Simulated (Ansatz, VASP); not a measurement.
# Two plane-wave programs on Ni

Contents of INCAR:

```
SYSTEM = Ni
PREC = Accurate ; ENCUT = 520
EDIFF = 1E-7 ; ISMEAR = -1
SIGMA = 0.1 ; LREAL = .False.
LASPH = .True. ; NELM = 150
ALGO = Normal ; ISIF = 2
LWAVE = .False. ; LCHARG = .False.
ISPIN = 2 ; MAGMOM = 1.5
LORBIT = 11 ; LMAXMIX = 4
NBANDS = 15
```

File KPOINTS:

```
regular mesh
0
Gamma
  16 16 16
  0 0 0
```

POSCAR

```
Ni
1.0
    0.0000000000      1.5340441584      1.5340441584
    1.5340441584      0.0000000000      1.5340441584
    1.5340441584      1.5340441584      0.0000000000
Ni
1
Direct
    0.0000000000      0.0000000000      0.0000000000
```

Input for Ansatz:

```yaml
crystal:
  lattice:
    - [0.0, 1.5340441584, 1.5340441584]
    - [1.5340441584, 0.0, 1.5340441584]
    - [1.5340441584, 1.5340441584, 0.0]
  atoms:
    - { symbol: Ni, position: [0.0, 0.0, 0.0], spin: 1.5 }
magnetization:
  spin_polarized: true
kpoints:
  mp_grid: { grid: [16, 16, 16] }
scf:
  occupations: { method: fermi_dirac, width: 0.1 }
hamiltonian:
  xc: lda
  pseudopotentials: { kind: paw }
output:
  forces: true
  stress: true
  eigenvalues: true
  populations: true
```

Change from the starting cell: volume scaled by 0.66, PAW files.

Alike in both runs: task single point; functional LDA; k mesh 16 × 16 × 16; occupations fermi-dirac, width 0.1 eV; collinear spin.

|  | VASP | Ansatz |
| --- | --- | --- |
| version | VASP 6.6.1 | Ansatz 0.2.0 |
| potentials or method | VASP PAW LDA potentials, release 64 (Ni) | PAW with Ansatz's default frozen-core files, scalar-relativistic |
| plane-wave cutoff (eV) | 520 | 420 |
| valence electrons in the cell | 10 | 18 |

|  | VASP | Ansatz | Ansatz less VASP |
| --- | --- | --- | --- |
| pressure (GPa) | 183.4 | 183.8 | +0.40 |
| net moment per atom (μB) | 0.41 | 0.46 | +0.049 |
| size of the moment on the site where the two differ most (μB) | 0.40 | 0.47 | +0.074 |

LDA's correlation is that of Perdew and Zunger in VASP and of Perdew and Wang (1992) in Ansatz. Site moments also hang on the region over which each program counts them. Both programs put the cell under a high pressure, so it lies far from rest at this level. VASP's potentials hold 10 valence electrons a cell and Ansatz's 18, so a difference there can come from the potentials and not from the codes.

Noted on VASP's run: the cell as given lies far from equilibrium.
